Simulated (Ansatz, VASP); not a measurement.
KBr: VASP beside Ansatz

POSCAR

```
KBr
1.0
    4.0482255342      0.0000000000      0.0000000000
    0.0000000000      4.0482255342      0.0000000000
    0.0000000000      0.0000000000      3.9607800284
K Br
1 1
Direct
    0.0000000000      0.0000000000      0.0000000000
    0.5000000000      0.5000000000      0.5000000000
```

File INCAR.step1:

```
SYSTEM = KBr
ALGO = Normal
EDIFF = 1E-5
ENCUT = 520
GGA = PE
ISIF = 2
ISMEAR = 0
LASPH = .True.
LCHARG = .False.
LREAL = .False.
LWAVE = .True.
NBANDS = 15
NELM = 80
PREC = Accurate
SIGMA = 0.01
```

Contents of INCAR.step2:

```
SYSTEM = KBr
ALGO = Normal
EDIFF = 1E-7
ENCUT = 520
GGA = PE
HFSCREEN = 0.2079
ISIF = 2
ISMEAR = 0
ISTART = 1
LASPH = .True.
LCHARG = .False.
LHFCALC = .True.
LREAL = .False.
LWAVE = .False.
NBANDS = 15
NELM = 80
PREC = Accurate
PRECFOCK = Normal
SIGMA = 0.01
```

File KPOINTS:

```
k-points
0
Gamma
  4 4 4
  0 0 0
```

Input for Ansatz:

```yaml
crystal:
  lattice:
    - [4.0482255342, 0.0, 0.0]
    - [0.0, 4.0482255342, 0.0]
    - [0.0, 0.0, 3.9607800284]
  atoms:
    - { symbol: K, position: [0.0, 0.0, 0.0] }
    - { symbol: Br, position: [0.5, 0.5, 0.5] }
kpoints:
  mp_grid: { grid: [4, 4, 4] }
  band_path:
    path: [[0.0, 0.0, 0.0], [0.0, 0.5, 0.0], [0.5, 0.5, 0.0], [0.5, 0.5, 0.5]]
    npoints: 1
hamiltonian:
  xc: hse06
scf:
  occupations: { method: fixed }
  n_extra_bands: 4
output:
  forces: true
  stress: true
  eigenvalues: true
```

Change from the starting cell: epitaxial_xy strain +1.8%.

Alike in both runs: task single point; functional HSE06; k mesh 4 × 4 × 4; no spin polarisation.

|  | VASP | Ansatz |
| --- | --- | --- |
| version | VASP 6.6.1 | Ansatz 0.2.0 |
| potentials or method | VASP PAW PBE potentials, release 64 (K_sv, Br) | plane waves, PAW |
| plane-wave cutoff (eV) | 520 | 420 |
| occupations | gaussian, width 0.01 eV | fixed |
| valence electrons in the cell | 16 | 16 |

Ansatz gave:

```
gap on the k mesh at the Fermi level (eV)                     : 5.00
pressure (GPa)                                                : -0.1
traceless stress, the component that is largest in VASP (GPa) : 0.56
```

Problem. What did VASP give for the same quantities?

Solution. gap on the k mesh at the Fermi level (eV): 5.00; pressure (GPa): 0.0; traceless stress, the component that is largest in VASP (GPa): 0.56.

Ansatz's warnings: stress exchange threshold loose, stress scf threshold loose.
